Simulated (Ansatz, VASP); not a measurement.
One calculation of Nb5N, two programs

Contents of INCAR:

```
SYSTEM = Nb5N
ALGO = Normal ; EDIFF = 1E-7
EDIFFG = -0.01 ; ENCUT = 600
GGA = PE ; IBRION = 2
ISIF = 3 ; ISMEAR = 0
LASPH = .TRUE. ; LCHARG = .FALSE.
LREAL = .FALSE. ; LWAVE = .FALSE.
NELM = 60 ; NSW = 100
PREC = Accurate ; SIGMA = 0.1
```

Contents of KPOINTS:

```
k-points
0
G
  12 12 4
  0 0 0
```

File POSCAR:

```
Nb5N
1.0
    3.1345783441      0.0000000000      0.0000000000
   -1.5672891720      2.7146244761      0.0000000000
    0.0000000000      0.0000000000     11.4519323208
Nb N
5 1
Direct
    0.3333333333      0.6666666667      0.1056545554
    0.6666666667      0.3333333333      0.8943454446
    0.6666666667      0.3333333333      0.3140309349
    0.3333333333      0.6666666667      0.6859690651
    0.0000000000      0.0000000000      0.5000000000
    0.0000000000      0.0000000000      0.0000000000
```

Input for Ansatz:

```yaml
crystal:
  lattice:
    - [3.1345783441, 0.0, 0.0]
    - [-1.567289172, 2.7146244761, 0.0]
    - [0.0, 0.0, 11.4519323208]
  atoms:
    - { symbol: Nb, position: [0.3333333333, 0.6666666667, 0.1056545554] }
    - { symbol: Nb, position: [0.6666666667, 0.3333333333, 0.8943454446] }
    - { symbol: Nb, position: [0.6666666667, 0.3333333333, 0.3140309349] }
    - { symbol: Nb, position: [0.3333333333, 0.6666666667, 0.6859690651] }
    - { symbol: Nb, position: [0.0, 0.0, 0.5] }
    - { symbol: "N", position: [0.0, 0.0, 0.0] }
basis:
  ecutwfc: 420
kpoints:
  mp_grid: { grid: [12, 12, 4] }
hamiltonian:
  xc: pbe
scf:
  occupations: { method: gaussian, width: 0.1 }
output:
  forces: true
  stress: true
  eigenvalues: true
relax:
  adjacent_minimum: "off"
  f_tol: 0.01
  max_steps: 80
  cell: { stress_tol: 0.05 }
```

Alike in both runs: task relaxation of cell and atoms; functional PBE; k mesh 12 × 12 × 4; occupations gaussian, width 0.1 eV; no spin polarisation.

```csv
,VASP,Ansatz
version,VASP 6.6.1,Ansatz 0.2.0
potentials or method,"VASP PAW PBE potentials, release 64 (Nb_sv, N), cutoff 600 eV","scalar-relativistic, plane waves, PAW"
valence electrons in the cell,70,70
```

|  | VASP | Ansatz | Ansatz less VASP |
| --- | --- | --- | --- |
| gap on the k mesh at the Fermi level, each at its own relaxed structure (eV) | none | none | - |
| relaxed volume (Å³/atom) | 16.20 | 16.23 | +0.032 |
| relaxed length of the cell vector where the two differ most in proportion (Å) | 11.428 | 11.439 | +0.0102 |

A gap of «none» marks a metal or a gap that the smearing closes.
